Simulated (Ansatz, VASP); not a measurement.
**WSe: VASP beside Ansatz**

```xyz
2
Lattice="0.0000 2.9637 2.9637 2.9637 0.0000 2.9637 2.9637 2.9637 0.0000" Properties=species:S:1:pos:R:3 pbc="T T T"
W     0.0000    0.0000    0.0000
Se    2.9637    2.9637    2.9637
```

Alike in both runs: task single point; functional PBE; k mesh 12 × 12 × 12; occupations gaussian, width 0.1 eV; collinear spin; Hubbard terms W d U = 6.2 eV.

|  | VASP | Ansatz |
| --- | --- | --- |
| version | VASP 6.6.1 | Ansatz 0.2.0 |
| potentials or method | VASP PAW PBE potentials, release 64 (W_sv, Se), cutoff 520 eV | scalar-relativistic, plane waves, PAW |
| valence electrons in the cell | 20 | 30 |

Ansatz gave:

```
gap on the k mesh at the Fermi level (eV)                     : none
pressure (GPa)                                                : -5.4
net moment per atom (μB)                                      : 2.00
size of the moment on the site where the two differ most (μB) : 0.32
```

Problem. Estimate VASP's values.

Solution. gap on the k mesh at the Fermi level (eV): none; pressure (GPa): -7.3; net moment per atom (μB): 2.00; size of the moment on the site where the two differ most (μB): 0.11.

Site moments also hang on the region over which each program counts them. The programs project onto different local orbitals, so the same U acts differently, and such runs can settle in different states. A gap of «none» marks a metal or a gap that the smearing closes. VASP's potentials hold 20 valence electrons a cell and Ansatz's 30, so a difference there can come from the potentials and not from the codes. Ansatz's warnings: filled band counts differ across k points.

Neither program's run includes spin-orbit coupling.
